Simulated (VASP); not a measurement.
Set up this calculation in VASP 6.6.1, as the native input.

```
Task                   : single point
Functional             : PBE
Potentials or basis    : VASP PAW PBE potentials, release 64 (K_sv, Br)
Cutoff                 : 500 eV
k mesh                 : 4 × 4 × 4
Occupations            : gaussian, width 0.01 eV
Spin                   : no spin polarisation
Dipole correction      : no
Further INCAR settings : ALGO = Normal; EDIFF = 1e-06; NBANDS = 15
```

The structure of KBr lies in POSCAR:

```
KBr
1.0
    0.0000000000      3.2464543627      3.2464543627
    3.2464543627      0.0000000000      3.2464543627
    3.2464543627      3.2464543627      0.0000000000
K Br
1 1
Direct
    0.0000000000      0.0000000000      0.0000000000
    0.5000000000      0.5000000000      0.5000000000
```

This cell differs from its parent crystal: volume changed by -5%.

These files were run (other wordings do the same):

INCAR

```
PREC = Accurate
ENCUT = 500
EDIFF = 1E-6
ISMEAR = 0
SIGMA = 0.01
LREAL = F
LASPH = T
NELM = 120
ALGO = Normal
ISIF = 2
LWAVE = F
LCHARG = F
GGA = PE
NBANDS = 15
GGA_COMPAT = F
```

KPOINTS

```
Automatic mesh
0
Gamma
  4 4 4
```

Potentials or basis: VASP PAW PBE potentials, release 64 (K_sv, Br).

Launch:

```console
$ cat potpaw_PBE.64/K_sv/POTCAR potpaw_PBE.64/Br/POTCAR > POTCAR
$ mpirun -np 1 vasp_std > vasp.out
```

Results of the run:

| Item | Value |
| --- | --- |
| Pressure | 1.7 GPa |
| Band gap on the k mesh | 4.57 eV, direct |

Wall time 20 s on 1 thread of Intel Xeon 8259CL, with other jobs on the host, peak memory 0.2 GiB.
